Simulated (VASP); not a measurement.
Runs of VASP 6.6.1 on C. The structure is that of space group Fmmm (No. 69), or close to it. The cells are those of the table. 

```tsv
task	cell	pressure (GPa)
electric field gradients	a = 4.021, b = 3.602, c = 2.489 Å, angles 77.6, 60.4, 36.6°, 2 atoms	5.3
electric field gradients	a = 3.967, b = 3.566, c = 2.456 Å, angles 80.1, 62.3, 37.6°, 2 atoms	(a)
single point	a = 3.993, b = 3.590, c = 2.472 Å, angles 80.1, 62.3, 37.6°, 2 atoms	-0.5
electric field gradients	a = 3.993, b = 3.590, c = 2.472 Å, angles 80.1, 62.3, 37.6°, 2 atoms	-0.5
electric field gradients	a = 4.044, b = 3.636, c = 2.504 Å, angles 80.1, 62.3, 37.6°, 2 atoms	-10.3
```

Alike in all rows: level PBE; potentials or basis VASP PAW PBE potentials, release 64 (C); no spin polarisation; k mesh 18 × 18 × 18; cutoff (eV) 520; smearing fermi-dirac 0.05 eV.

Question: Fill in the values left out.

Answer: (a) 5.1.

Caveats: this functional lacks dispersion, which binds layers or chains, so the pressure and a relaxed spacing across them are unreliable; the cell stands under pressure (at least some runs); the stress differs along the axes, from -3 to 4 GPa (at least some runs); the stress differs along the axes, from -17 to 3 GPa (at least some runs).
